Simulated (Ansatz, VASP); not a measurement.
# Lu4SiF in VASP and in Ansatz

INCAR

```
  ALGO = Normal
  EDIFF = 1E-6
  EDIFFG = -0.04
  ENCUT = 600
  GGA = PE
  IBRION = 2
  ISIF = 3
  ISMEAR = 0
  LASPH = True
  LCHARG = False
  LREAL = False
  LWAVE = False
  NELM = 100
  NSW = 90
  PREC = Accurate
  SIGMA = 0.1
```

KPOINTS

```
k-points
0
Gamma
  4 4 2
```

POSCAR

```
Lu4SiF
1.0
    3.9665034600      0.0000000000      0.0000000000
    0.0000000000      3.9665034600      0.0000000000
    0.0000000000      0.0000000000      8.2683994800
Lu Si F
4 1 1
Direct
    0.0000000000      0.5000000000      0.2526677400
    0.5000000000      0.0000000000      0.2526677400
    0.0000000000      0.5000000000      0.7473322600
    0.5000000000      0.0000000000      0.7473322600
    0.0000000000      0.0000000000      0.0000000000
    0.0000000000      0.0000000000      0.5000000000
```

Input for Ansatz:

```yaml
crystal:
  lattice:
    - [3.96650346, 0.0, 0.0]
    - [0.0, 3.96650346, 0.0]
    - [0.0, 0.0, 8.26839948]
  atoms:
    - { symbol: Lu, position: [0.0, 0.5, 0.25266774] }
    - { symbol: Lu, position: [0.5, 0.0, 0.25266774] }
    - { symbol: Lu, position: [0.0, 0.5, 0.74733226] }
    - { symbol: Lu, position: [0.5, 0.0, 0.74733226] }
    - { symbol: Si, position: [0.0, 0.0, 0.0] }
    - { symbol: F, position: [0.0, 0.0, 0.5] }
basis:
  ecutwfc: 420
kpoints:
  mp_grid: { grid: [4, 4, 2] }
hamiltonian:
  xc: pbe
scf:
  occupations: { method: gaussian, width: 0.1 }
  lower_state_search: "off"
output:
  forces: true
  stress: true
  eigenvalues: true
relax:
  adjacent_minimum: "off"
  f_tol: 0.04
  max_steps: 70
  cell: { stress_tol: 0.4 }
```

Alike in both runs: task relaxation of cell and atoms; functional PBE; k mesh 4 × 4 × 2; occupations gaussian, width 0.1 eV; no spin polarisation.

```csv
,VASP,Ansatz
version,VASP 6.6.1,Ansatz 0.2.0
potentials or method,"VASP PAW PBE potentials, release 64 (Lu, Si, F), cutoff 600 eV","scalar-relativistic, plane waves, PAW"
valence electrons in the cell,111,111
```

```tsv
	VASP	Ansatz	Ansatz less VASP
gap on the k mesh at the Fermi level, each at its own relaxed structure (eV)	none	none	-
relaxed volume (Å³/atom)	24.13	24.04	-0.090
relaxed length of the cell vector where the two differ most in proportion (Å)	6.936	6.921	-0.0155
```

A gap of «none» marks a metal or a gap that the smearing closes.

The k mesh is coarse, so the values compare programs but aren't converged. Neither program's run includes spin-orbit coupling.
